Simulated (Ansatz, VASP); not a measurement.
# One calculation of Rb2Re, two programs

```
Rb Re
1.0
     6.13948    0.00000    0.00000
    -3.06974    5.31694    0.00000
     0.00000    0.00000    2.85721
Rb Re
2 1
Direct
  0.33333 0.66667 0.50000
  0.66667 0.33333 0.50000
  0.00000 0.00000 0.00000
```

Alike in both runs: functional PBE; k mesh 12 × 12 × 16; occupations gaussian, width 0.1 eV; no spin polarisation.

Ansatz relaxed the structure, and its values are those at the end. VASP's run is a single point on that final structure, the one shown.

```csv
,VASP,Ansatz
version,VASP 6.6.1,Ansatz 0.2.0
potentials or method,"VASP PAW PBE potentials, release 64 (Rb_sv, Re), cutoff 520 eV","scalar-relativistic, plane waves, PAW"
valence electrons in the cell,25,33
```

VASP gave:

* gap on the k mesh at the Fermi level (eV): none
* pressure (GPa): 0.1

Question: Which values does Ansatz return?

Answer: gap on the k mesh at the Fermi level (eV): none; pressure (GPa): 0.0.

A gap of «none» marks a metal or a gap that the smearing closes. With one functional, cell and mesh, what is left measures potentials, basis and numerics. VASP's potentials hold 25 valence electrons a cell and Ansatz's 33, so a difference there can come from the potentials and not from the codes.

Neither program's run includes spin-orbit coupling.
